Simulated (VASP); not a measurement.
# YZr (P-6m2) in VASP: a series of runs

YZr is run at these levels: LDA; tasks: single point.

All numbers are computed with VASP 6.6.1; they aren't measurements. Logs are shortened: lines on timing, memory, paths and dates and some standing lists are left out, and cuts for length are marked.

## 1. The cell of the first run

It takes space group P-6m2 (No. 187, hexagonal). Conventional cell: a = 3.424 Å, b = 3.424 Å, c = 5.132 Å, α = 90.00°, β = 90.00°, γ = 120.00°. Within 4.3 Å of Y (site symmetry -6m2) lie 6 Zr at 3.24 Å and 6 Y at 3.42 Å. Within 4.3 Å of Zr (site symmetry -6m2) lie 6 Y at 3.24 Å and 6 Zr at 3.42 Å.

## 2. Single point, LDA

The input, INCAR:

```
PREC     = Accurate       # precision mode
ENCUT    = 520            # plane-wave cutoff, eV
EDIFF    = 1E-6           # SCF threshold, eV
ISMEAR   = -1             # smearing method
SIGMA    = 0.1            # smearing width, eV
LREAL    = F              # projectors in reciprocal space
LASPH    = T              # aspherical terms in the spheres
NELM     = 100            # most SCF steps
ALGO     = Normal         # electronic algorithm
ISIF     = 2              # what is computed and relaxed
LWAVE    = F              # write WAVECAR
LCHARG   = F              # write CHGCAR
NBANDS   = 18             # bands
```

The input, KPOINTS:

```
Automatic mesh
0
Gamma
  12 12 7
```

The input, POSCAR:

```
YZr
1.0
    3.4235830000      0.0000000000      0.0000000000
   -1.7117920000      2.9649100000      0.0000000000
    0.0000000000      0.0000000000      5.1324576500
Y Zr
1 1
Direct
    0.6666666667      0.3333333333      0.5000000000
    0.3333333333      0.6666666667      0.0000000000
```

Potentials or basis: VASP PAW LDA potentials, release 64 (Y_sv, Zr_sv).

The run is started by

```sh
> cat potpaw_LDA.64/Y_sv/POTCAR potpaw_LDA.64/Zr_sv/POTCAR > POTCAR
> mpirun -np 1 vasp_std > vasp.out
```

OUTCAR:

```text
PREC = Accurate
   ENCUT = 520
   EDIFF = 1E-6
   ISMEAR = -1
   LREAL = F
   LASPH = T
   NELM = 100
   ISIF = 2

 ion  position               nearest neighbor table
   1  0.667  0.333  0.500-   2 3.24   2 3.24   2 3.24   2 3.24   2 3.24   2 3.24
   2  0.333  0.667  0.000-   1 3.24   1 3.24   1 3.24   1 3.24   1 3.24   1 3.24

  LATTYP: Found a hexagonal cell.
 ALAT       =     3.4235830000
 C/A-ratio  =     1.4991480125

  Lattice vectors:

 A1 = (   3.4235830000,   0.0000000000,   0.0000000000)
 A2 = (  -1.7117920000,   2.9649100000,   0.0000000000)
 A3 = (   0.0000000000,   0.0000000000,   5.1324576500)

Analysis of symmetry for initial positions (statically):
=====================================================================
 Subroutine PRICEL returns:
 Original cell was already a primitive cell.

 Routine SETGRP: Setting up the symmetry group for a
 hexagonal supercell.

 Subroutine GETGRP returns: Found 12 space group operations
 (whereof 12 operations were pure point group operations)
 out of a pool of 24 trial point group operations.

The static configuration has the point symmetry D_3h.

Analysis of symmetry for dynamics (positions and initial velocities):
=====================================================================
 Subroutine PRICEL returns:
 Original cell was already a primitive cell.

 Routine SETGRP: Setting up the symmetry group for a
 hexagonal supercell.

 Subroutine GETGRP returns: Found 12 space group operations
 (whereof 12 operations were pure point group operations)
 out of a pool of 24 trial point group operations.

The dynamic configuration has the point symmetry D_3h.

 Subroutine INISYM returns: Found 12 space group operations
 (whereof 12 operations are pure point group operations),
 and found     1 'primitive' translations

----------------------------------------------------------------------------------------

                                     Primitive cell

  volume of cell :      52.0976

  direct lattice vectors                    reciprocal lattice vectors
     3.423583000  0.000000000  0.000000000     0.292091648  0.168639232  0.000000000
    -1.711792000  2.964910000  0.000000000     0.000000000  0.337278366  0.000000000
     0.000000000  0.000000000  5.132457650     0.000000000  0.000000000  0.194838432

  length of vectors
     3.423583000  3.423583380  5.132457650     0.337278403  0.337278366  0.194838432

  position of ions in fractional coordinates (direct lattice)
     0.666666667  0.333333333  0.500000000
     0.333333333  0.666666667  0.000000000

  ion indices of the primitive-cell ions
   primitive index   ion index
                 1           1
                 2           2

----------------------------------------------------------------------------------------

 KPOINTS: Automatic mesh

Automatic generation of k-mesh.
 Grid dimensions read from file:
 generate k-points for:   12   12    7

 Generating k-lattice:

  Cartesian coordinates                     Fractional coordinates (reciprocal lattice)
     0.024340971  0.014053269  0.000000000     0.083333333  0.000000000  0.000000000
     0.000000000  0.028106530  0.000000000     0.000000000  0.083333333  0.000000000
     0.000000000  0.000000000  0.027834062     0.000000000  0.000000000  0.142857143

  Length of vectors
     0.028106534  0.028106530  0.027834062

  Shift w.r.t. Gamma in fractional coordinates (k-lattice)
     0.000000000  0.000000000  0.000000000

 Subroutine IBZKPT returns following result:
 ===========================================

 Found     76 irreducible k-points:

 Following reciprocal coordinates:
            Coordinates               Weight
  0.000000  0.000000  0.000000      1.000000
  0.083333 -0.000000  0.000000      6.000000
  0.166667 -0.000000  0.000000      6.000000
  0.250000 -0.000000  0.000000      6.000000
  0.333333 -0.000000  0.000000      6.000000
  0.416667 -0.000000  0.000000      6.000000
[... 16 lines left out ...]
  0.250000 -0.000000  0.142857     12.000000
  0.333333 -0.000000  0.142857     12.000000
 [... further k-points ...]
   k-points           NKPTS =     76   k-points in BZ     NKDIM =     76   number of bands    NBANDS=     18
   number of dos      NEDOS =    301   number of ions     NIONS =      2
   total plane-waves  NPLWV =  31360
   dimension x,y,z NGX =    28 NGY =   28 NGZ =   40
   dimension x,y,z NGXF=    56 NGYF=   56 NGZF=   80
   ions per type =               1   1
   NGX,Y,Z   is equivalent  to a cutoff of  13.60, 13.60, 12.96 a.u.
   NGXF,Y,Z  is equivalent  to a cutoff of  27.19, 27.19, 25.91 a.u.
 SYSTEM =  unknown system
   PREC   = accura    normal or accurate (medium, high low for compatibility)
   ISTART =      0    job   : 0-new  1-cont  2-samecut
   ICHARG =      2    charge: 1-file 2-atom 10-const
   ISPIN  =      1    spin polarized calculation?
   LNONCOLLINEAR =      F non collinear calculations
   LSORBIT =      F    spin-orbit coupling
   LASPH  =      T    aspherical Exc in radial PAW
   ENCUT  =  520.0 eV  38.22 Ry    6.18 a.u.   6.37  6.37  9.54*2*pi/ulx,y,z
   NELM   =    100;   NELMIN=  2; NELMDL= -5     # of ELM steps
   EDIFF  = 0.1E-05   stopping-criterion for ELM
   LREAL  =      F    real-space projection
   EDIFFG = 0.1E-04   stopping-criterion for IOM
   NSW    =      0    number of steps for IOM
   IBRION =     -1    ionic relax: 0-MD 1-quasi-New 2-CG
   NFREE  =      0    steps in history (QN), initial steepest desc. (CG)
   ISIF   =      2    stress and relaxation
   ISYM   =      2    0-nonsym 1-usesym 2-fastsym
   POTIM  = 0.5000    time-step for ionic-motion
   TEBEG  =    0.0;   TEEND  =   0.0 temperature during run
   PSTRESS=    0.0 pullay stress
   NELECT =      23.0000    total number of electrons
   NUPDOWN=      -1.0000    fix difference up-down
   EMIN   =  10.00;   EMAX   =-10.00  energy-range for DOS
   EFERMI =   0.00;   METHOD = LEGACY
   ISMEAR =    -1;   SIGMA  =   0.10  broadening in eV -4-tet -1-fermi 0-gaus
   EFERMI_NEDOS =   21; number of points for ismear=-14 and -15
   IALGO  =     38    algorithm
   IMIX   =      4    mixing-type and parameters
     AMIX     =   0.40;   BMIX     =  1.00
     AMIX_MAG =   1.60;   BMIX_MAG =  1.00
  volume/ion in A,a.u.               =      26.05       175.79
  Fermi-wavevector in a.u.,A,eV,Ry     =   1.246555  2.355648 21.142092  1.553900
  Thomas-Fermi vector in A             =   2.380727
   LORBIT       =      0    0 simple, 1 ext, 2 COOP (PROOUT), +10 PAW based schemes
   GGA     = CA    functional components
   LHFCALC =     F    Hartree Fock is set to
   AEXX    =    0.0000 exact exchange contribution
   IVDW    =     0    specifies the selected vdW correction
   LEPSILON=     F    determine dielectric tensor
   LRPA    =     F    only Hartree local field effects (RPA)
 non-spin polarized calculation
  energy-cutoff  :      520.00
  volume of cell :       52.10
 maximum number of plane-waves:      1427
 NGX is ok and might be reduce to    28
   NGX = 13   NGY = 13   NGZ = 19

 number of electron      22.9999999 magnetization

 Free energy of the ion-electron system (eV)
  ---------------------------------------------------
  ext. energy  EPLUGINS =         0.00000000
  ---------------------------------------------------
  free energy    TOTEN  =       -16.03006182 eV

  energy without entropy =      -15.94338421  energy(sigma->0) =      -15.98672302

 E-fermi :   5.7072     XC(G=0): -10.6851

 val. band max:        5.6925849236   @ k =   0.5000  -0.0000   0.4286
 cond. band min:       5.7094424196   @ k =   0.5000  -0.0000   0.0000
 fundamental gap:      0.0168574959
 Fermi energy:         5.7071837823

 k-point     1 :       0.0000    0.0000    0.0000
  band No.  band energies     occupation
      1     -42.8031      2.00000
      2     -36.1217      2.00000
      3     -21.1017      2.00000
      4     -20.7310      2.00000
      5     -20.7310      2.00000
      6     -16.2683      2.00000
[... 10 lines left out ...]
     17       8.1415      0.00000
     18       8.1415      0.00000

 k-point     2 :       0.0833   -0.0000    0.0000
  band No.  band energies     occupation
      1     -42.8003      2.00000
      2     -36.1164      2.00000
      3     -21.0954      2.00000
      4     -20.7584      2.00000
      5     -20.7375      2.00000
      6     -16.2656      2.00000
[... 10 lines left out ...]
     17       8.2403      0.00000
     18       8.3020      0.00000

 k-point     3 :       0.1667   -0.0000    0.0000
  band No.  band energies     occupation
      1     -42.7925      2.00000
      2     -36.1019      2.00000
      3     -21.0783      2.00000
      4     -20.8324      2.00000
      5     -20.7553      2.00000
      6     -16.2584      2.00000
[... 10 lines left out ...]
     17       8.6388      0.00000
     18       8.7726      0.00000

 k-point     4 :       0.2500   -0.0000    0.0000
  band No.  band energies     occupation
      1     -42.7820      2.00000
      2     -36.0821      2.00000
      3     -21.0549      2.00000
      4     -20.9322      2.00000
      5     -20.7795      2.00000
      6     -16.3019      2.00000
[... 375 lines left out ...]
      4     -20.8329      2.00000
      5     -20.7550      2.00000
      6     -16.2705      2.00000
[... 10 lines left out ...]
     17       8.8160      0.00000
     18       8.8196      0.00000

 k-point    23 :       0.2500   -0.0000    0.1429
  band No.  band energies     occupation
      1     -42.7819      2.00000
      2     -36.0823      2.00000
      3     -21.0523      2.00000
      4     -20.9332      2.00000
      5     -20.7792      2.00000
      6     -16.3027      2.00000
[... 10 lines left out ...]
     17       9.3029      0.00000
     18       9.4745      0.00000

 k-point    24 :       0.3333   -0.0000    0.1429
  band No.  band energies     occupation
      1     -42.7713      2.00000
      2     -36.0622      2.00000
      3     -21.0380      2.00000
      4     -21.0253      2.00000
      5     -20.8031      2.00000
      6     -16.4701      2.00000
[... 10 lines left out ...]
     17       9.9673      0.00000
     18      10.3205      0.00000

 [... further k-points ...]

------------------------ aborting loop because EDIFF is reached ----------------------------------------

  FORCE on cell =-STRESS in cart. coord.  units (eV):
  Direction    XX          YY          ZZ          XY          YZ          ZX
  --------------------------------------------------------------------------------------
  -------------------------------------------------------------------------------------
  Total       -1.1522070     -1.1522071      0.1980159      0.0000002      0.0000000     -0.0000000
  in kB      -35.4342577    -35.4342612      6.0896591      0.0000060      0.0000000     -0.0000000
  external PRESSURE =     -21.5929533 kB  Pullay stress =       0.0000000 kB

 VOLUME and BASIS-vectors are now :
 -----------------------------------------------------------------------------
  energy-cutoff  :      520.00
  volume of cell :       52.10
      direct lattice vectors                 reciprocal lattice vectors
     3.423583000  0.000000000  0.000000000     0.292091648  0.168639232  0.000000000
    -1.711792000  2.964910000  0.000000000     0.000000000  0.337278366  0.000000000
     0.000000000  0.000000000  5.132457650     0.000000000  0.000000000  0.194838432

 POSITION                                       TOTAL-FORCE (eV/Angst)
 -----------------------------------------------------------------------------------
      1.71179      0.98830      2.56623         0.000000     -0.000000      0.000000
     -0.00000      1.97661      0.00000        -0.000000      0.000000      0.000000
 -----------------------------------------------------------------------------------
    total drift:                                0.000000     -0.000000     -0.000000

  FREE ENERGIE OF THE ION-ELECTRON SYSTEM (eV)
  ---------------------------------------------------
  free  energy   TOTEN  =       -16.0300618238 eV

  energy  without entropy=      -15.9433842107  energy(sigma->0) =      -15.98672302
```

Wall time 78 s (1 thread of Intel Xeon Platinum 8375C at 2.90GHz (Ice Lake), shared host); peak memory 0.23 GiB.

Results:

```
Free energy            : -16.0301 eV
Pressure               : -2.2 GPa
Band gap on the k mesh : zero (an odd number of electrons rules out a gap without spin polarisation)
```

## 3. Single point, LDA

This run uses another cell than the first one, of 26.73 Å³/atom.

The input, INCAR:

```
PREC = Accurate ; ENCUT = 520
EDIFF = 1E-6 ; ISMEAR = -1
SIGMA = 0.1 ; LREAL = False
LASPH = True ; NELM = 100
ALGO = Normal ; ISIF = 2
LWAVE = False ; LCHARG = False
NBANDS = 18
```

The input, KPOINTS:

```
regular mesh
0
Gamma
  12 12 7
```

Edit POSCAR of step 2 so:

```diff
@@ -4,3 +4,3 @@
    -1.7117920000      2.9649100000      0.0000000000
-    0.0000000000      0.0000000000      5.1324576500
+    0.0000000000      0.0000000000      5.2675223250
 Y Zr
```

Potentials or basis: VASP PAW LDA potentials, release 64 (Y_sv, Zr_sv).

The run is started by

```sh
> cat potpaw_LDA.64/Y_sv/POTCAR potpaw_LDA.64/Zr_sv/POTCAR > POTCAR
> mpirun -np 1 vasp_std > vasp.out
```

Wall time 70 s (1 thread of Intel Xeon Platinum 8375C at 2.90GHz (Ice Lake), shared host); peak memory 0.23 GiB.

It converged, with:

- Free energy: -16.0223 eV
- Pressure: -3.8 GPa
- Band gap on the k mesh: zero (an odd number of electrons rules out a gap without spin polarisation)

Stress tensor (GPa, compression positive):
```
-4.51  0.00  0.00
 0.00 -4.51  0.00
 0.00  0.00 -2.50
```

Levels at points of the mesh, in eV from the Fermi level:
```
           k point  band 8  band 9  band 10  band 11  band 12  band 13  band 14  band 15  band 16  band 17
(0.00, 0.00, 0.00)  -21.72   -5.04    -2.33     1.11     1.11     1.59     1.87     2.20     2.20     2.40
(0.50, 0.00, 0.00)  -21.87   -1.99    -1.77    -1.35     0.01     0.87     1.43     2.09     4.29     5.69
```

Caveat: the cell stands under tension.

## 4. Single point, LDA

This run uses another cell than the first one, of 27.42 Å³/atom.

The input, INCAR:

```
PREC = Accurate
ENCUT = 520
EDIFF = 1E-7
ISMEAR = -1
SIGMA = 0.1
LREAL = F
LASPH = T
NELM = 60
ALGO = Normal
ISIF = 2
LWAVE = F
LCHARG = F
GGA = CA
NBANDS = 18
```

KPOINTS is that of step 3.

Edit POSCAR of step 3 so:

```diff
@@ -4,3 +4,3 @@
    -1.7117920000      2.9649100000      0.0000000000
-    0.0000000000      0.0000000000      5.2675223250
+    0.0000000000      0.0000000000      5.4025870000
 Y Zr
```

The run is started by

```sh
> cat potpaw_LDA.64/Y_sv/POTCAR potpaw_LDA.64/Zr_sv/POTCAR > POTCAR
> mpirun -np 1 vasp_std > vasp.out
```

Run time: 72 s. Hardware: 1 thread of Intel Xeon Platinum 8375C at 2.90GHz (Ice Lake), shared host; peak memory 0.23 GiB.

Results (log left out):

| Quantity | Value |
| --- | --- |
| Free energy | -15.9893 eV |
| Pressure | -5.3 GPa |
| Band gap on the k mesh | zero (an odd number of electrons rules out a gap without spin polarisation) |

Stress tensor (GPa, compression positive):
```
-5.35  0.00  0.00
 0.00 -5.35  0.00
 0.00  0.00 -5.23
```

Levels at points of the mesh, in eV from the Fermi level:
```
           k point  band 10  band 11  band 12  band 13  band 14  band 15
(0.00, 0.00, 0.00)    -2.30     1.12     1.12     1.30     1.64     2.28
(0.50, 0.00, 0.00)    -1.70    -1.34     0.03     0.99     1.26     1.91
```

Caveat: the cell stands under tension.

## 5. Single point, LDA

This run uses another cell than the first one, of 28.11 Å³/atom.

The input, INCAR:

```
ALGO = Normal ; EDIFF = 1E-6
ENCUT = 520 ; GGA = CA
ISIF = 2 ; ISMEAR = -1
LASPH = T ; LCHARG = F
LREAL = F ; LWAVE = F
NBANDS = 18 ; NELM = 100
PREC = Accurate ; SIGMA = 0.1
```

The input, KPOINTS:

```
k-points
0
Gamma
  12 12 7
```

Edit POSCAR of step 4 so:

```diff
@@ -4,3 +4,3 @@
    -1.7117920000      2.9649100000      0.0000000000
-    0.0000000000      0.0000000000      5.4025870000
+    0.0000000000      0.0000000000      5.5376516750
 Y Zr
```

The run is started by

```sh
> cat potpaw_LDA.64/Y_sv/POTCAR potpaw_LDA.64/Zr_sv/POTCAR > POTCAR
> mpirun -np 1 vasp_std > vasp.out
```

Wall time 88 s (1 thread of Intel Xeon Platinum 8375C at 2.90GHz (Ice Lake), shared host); peak memory 0.22 GiB.

The run converged. Its results:

```
Free energy            : -15.9345 eV
Pressure               : -6.6 GPa
Band gap on the k mesh : zero (an odd number of electrons rules out a gap without spin polarisation)
```

Stress tensor (GPa, compression positive):
```
-6.09  0.00  0.00
 0.00 -6.09  0.00
 0.00  0.00 -7.61
```

Levels at points of the mesh, in eV from the Fermi level:
```
           k point  band 9  band 10  band 11  band 12  band 13  band 14  band 15  band 16
(0.00, 0.00, 0.00)   -4.98    -2.29     1.04     1.12     1.12     1.42     2.32     2.32
(0.50, 0.00, 0.00)   -1.94    -1.64    -1.33     0.05     1.10     1.12     1.75     4.24
```

Caveat: the cell stands under tension.

## 6. Single point, LDA

This run uses another cell than the first one, of 28.79 Å³/atom.

The input, INCAR:

```
PREC     = Accurate       # precision mode
ENCUT    = 520            # plane-wave cutoff, eV
EDIFF    = 1E-7           # SCF threshold, eV
ISMEAR   = -1             # smearing method
SIGMA    = 0.1            # smearing width, eV
LREAL    = F              # projectors in reciprocal space
LASPH    = T              # aspherical terms in the spheres
NELM     = 100            # most SCF steps
ALGO     = Normal         # electronic algorithm
ISIF     = 2              # what is computed and relaxed
LWAVE    = F              # write WAVECAR
LCHARG   = T              # write CHGCAR
GGA      = CA             # functional
LELF     = T              # ELF
LVHAR    = T            
NBANDS   = 18             # bands
```

The input, KPOINTS:

```
Automatic mesh
0
Gamma
  12 12 7
```

Edit POSCAR of step 5 so:

```diff
@@ -4,3 +4,3 @@
    -1.7117920000      2.9649100000      0.0000000000
-    0.0000000000      0.0000000000      5.5376516750
+    0.0000000000      0.0000000000      5.6727163500
 Y Zr
```

Potentials or basis: VASP PAW LDA potentials, release 64 (Y_sv, Zr_sv).

The run is started by

```sh
> cat potpaw_LDA.64/Y_sv/POTCAR potpaw_LDA.64/Zr_sv/POTCAR > POTCAR
> mpirun -np 1 vasp_std > vasp.out
```

Run time: 90 s. Hardware: 1 thread of Intel Xeon Platinum 8375C at 2.90GHz (Ice Lake), shared host; peak memory 0.23 GiB.

The run converged. Its results:

```
Free energy            : -15.8608 eV
Pressure               : -7.7 GPa
Band gap on the k mesh : zero (an odd number of electrons rules out a gap without spin polarisation)
```

Stress tensor (GPa, compression positive):
```
-6.75  0.00  0.00
 0.00 -6.75  0.00
 0.00  0.00 -9.62
```

Levels at points of the mesh, in eV from the Fermi level:
| k point | band 8 | band 9 | band 10 | band 11 | band 12 | band 13 | band 14 | band 15 | band 16 | band 17 |
| --- | --- | --- | --- | --- | --- | --- | --- | --- | --- | --- |
| (0.00, 0.00, 0.00) | -21.93 | -4.94 | -2.29 | 0.81 | 1.12 | 1.12 | 1.22 | 2.28 | 2.28 | 2.42 |
| (0.50, 0.00, 0.00) | -22.08 | -1.91 | -1.59 | -1.30 | 0.07 | 0.99 | 1.21 | 1.60 | 4.21 | 5.19 |

Caveat: the cell stands under tension.

## 7. Overview

```tsv
cell	gap on the mesh (eV)	pressure (GPa)
a = 3.424, b = 3.424, c = 5.132 Å, angles 90.0, 90.0, 120.0°, 2 atoms	none	-2.2
a = 3.424, b = 3.424, c = 5.268 Å, angles 90.0, 90.0, 120.0°, 2 atoms	none	-3.8
a = 3.424, b = 3.424, c = 5.403 Å, angles 90.0, 90.0, 120.0°, 2 atoms	none	-5.3
a = 3.424, b = 3.424, c = 5.538 Å, angles 90.0, 90.0, 120.0°, 2 atoms	none	-6.6
a = 3.424, b = 3.424, c = 5.673 Å, angles 90.0, 90.0, 120.0°, 2 atoms	none	-7.7
```

Alike in all rows: task single point; level LDA; potentials or basis VASP PAW LDA potentials, release 64 (Y_sv, Zr_sv); no spin polarisation; k mesh 12 × 12 × 7; cutoff (eV) 520; smearing fermi-dirac 0.1 eV.

Caveats: the cell stands under tension (at least some runs).

Absolute energies hang on the potentials; compare differences alone.
